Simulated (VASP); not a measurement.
CuGe:

```xyz
4
Lattice="2.0698 -4.8679 0.0000 2.0698 4.8679 0.0000 0.0000 0.0000 3.5264" Properties=species:S:1:pos:R:3 pbc="T T T"
Cu    2.0698   -1.3630    0.8816
Cu    2.0698    1.3630    2.6448
Ge    2.0698   -4.1864    0.8816
Ge    2.0698    4.1864    2.6448
```

- Program: VASP 6.6.1
- Task: relaxation of cell and atoms
- Functional: PBE
- Potentials or basis: VASP PAW PBE potentials, release 64 (Cu, Ge_d)
- Cutoff: 600 eV
- k mesh: 4 × 4 × 6
- Occupations: gaussian, width 0.1 eV
- Spin: no spin polarisation

At the start: pressure 2.2 GPa; volume 17.77 Å³/atom.

Problem. Where does the relaxation end?

Solution. Over 23 steps the energy falls by 508.3 meV/atom and the volume is 15.82 Å³/atom (-11.0 %); space group Cmcm (No. 63, to 0.05 Å).

The path:
| step | energy change (eV) | largest force (eV/Å) | pressure (GPa) | volume (Å³) |
| --- | --- | --- | --- | --- |
| 1 | 0.0000 | 4.0798 | 2.20 | 71.06 |
| 2 | -1.0686 | 0.4357 | -7.63 | 73.30 |
| 3 | -1.0840 | 0.2605 | -7.80 | 73.48 |
| 4 | -1.4234 | 0.7968 | -0.42 | 64.61 |
| 5 | -1.4244 | 0.8774 | 0.81 | 63.92 |
| 6 | -1.5208 | 0.8118 | 1.97 | 62.96 |
| 7 | -1.6013 | 0.9693 | 8.01 | 59.96 |
| 8 | -1.6176 | 0.6102 | 5.80 | 60.89 |
| 9 | -1.6814 | 0.6442 | 4.36 | 61.80 |
| 10 | -1.7909 | 0.8214 | 0.64 | 64.52 |
| 11 | -1.8077 | 0.8898 | -0.84 | 65.84 |
| 12 | -1.8512 | 0.6712 | -1.13 | 65.85 |
| 13 | -1.9253 | 0.4381 | -1.60 | 65.86 |
| 14 | -1.9318 | 0.5391 | -1.73 | 65.86 |
| 15 | -1.9747 | 0.3846 | -0.92 | 64.95 |
| 16 | -2.0078 | 0.0190 | 1.13 | 63.27 |
| 17 | -2.0218 | 0.0712 | 0.18 | 63.85 |
| 18 | -2.0234 | 0.1042 | -0.41 | 64.15 |
| 19 | -2.0276 | 0.0705 | -0.27 | 63.96 |
| 20 | -2.0320 | 0.0361 | -0.18 | 63.41 |
| 21 | -2.0329 | 0.0405 | 0.27 | 63.17 |
| 22 | -2.0329 | 0.0412 | 0.10 | 63.18 |
| 23 | -2.0334 | 0.0309 | 0.31 | 63.26 |

Final structure:
```yaml
crystal:
  lattice:
    - [1.81380, -4.21835, 0.00000]
    - [1.81380, 4.21835, 0.00000]
    - [0.00000, 0.00000, 4.13426]
  atoms:
    - { symbol: Cu, position: [0.58592, 0.41408, 0.25000] }
    - { symbol: Cu, position: [0.41408, 0.58592, 0.75000] }
    - { symbol: Ge, position: [0.87686, 0.12314, 0.25000] }
    - { symbol: Ge, position: [0.12314, 0.87686, 0.75000] }
```

Caveat: the k points lie up to 0.47 Å⁻¹ apart in the final cell.
